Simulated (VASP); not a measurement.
A run of VASP 6.6.1 is set up as follows.

INCAR

```
PREC = Accurate
ENCUT = 520
EDIFF = 1E-6
ISMEAR = 0
SIGMA = 0.15
LREAL = False
LASPH = True
NELM = 80
ALGO = Normal
ISIF = 2
LWAVE = False
LCHARG = False
GGA = PS
NBANDS = 18
```

File KPOINTS:

```
regular mesh
0
Gamma
  20 20 20
```

POSCAR

```
Si2W
1.0
   -1.5211872920      1.5211872920      3.7124729512
    1.5211872920     -1.5211872920      3.7124729512
    1.5211872920      1.5211872920     -3.7124729512
Si W
2 1
Direct
    0.3344989450      0.3344989450      0.0000000000
    0.6655010550      0.6655010550      0.0000000000
    0.0000000000      0.0000000000      0.0000000000
```

Potentials or basis: VASP PAW PBE potentials, release 64 (Si, W_sv).

Launch:

```console
$ cat potpaw_PBE.64/Si/POTCAR potpaw_PBE.64/W_sv/POTCAR > POTCAR
$ mpirun -np 1 vasp_std > vasp.out
```

(1) Predict the pressure.

(2) What does it give for the band gap on the k mesh?

## Answers

(1) 51.2 GPa.

(2) zero (band 11 reaches 15.25 eV, above the bottom of band 12 at 13.69 eV).

Caveat: the cell differs from its parent crystal (strain -0.050 along x and y, -0.050 along z); the PAW data sets were made with another functional, which shifts forces and pressure a little; spin-orbit coupling is left out, which moves the levels of the heavy elements.
